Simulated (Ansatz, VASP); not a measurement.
# One calculation of ZnO, two programs

```xyz
2
Lattice="2.6462 0.0000 0.0000 0.0000 2.6462 0.0000 0.0000 0.0000 2.6462" Properties=species:S:1:pos:R:3 pbc="T T T"
Zn    0.0000    0.0000    0.0000
O     1.3231    1.3231    1.3231
```

Alike in both runs: task single point; functional PBE; k mesh 6 × 6 × 6; occupations fermi-dirac, width 0.02 eV; no spin polarisation.

|  | VASP | Ansatz |
| --- | --- | --- |
| version | VASP 6.6.1 | Ansatz 0.2.0 |
| potentials or method | VASP PAW PBE potentials, release 64 (Zn, O) | plane waves, PAW |
| plane-wave cutoff (eV) | 520 | 420 |
| valence electrons in the cell | 18 | 18 |

```csv
,VASP,Ansatz,Ansatz less VASP
pressure (GPa),9.4,8.5,-0.86
```

The k mesh is coarse, so the values compare programs but aren't converged.
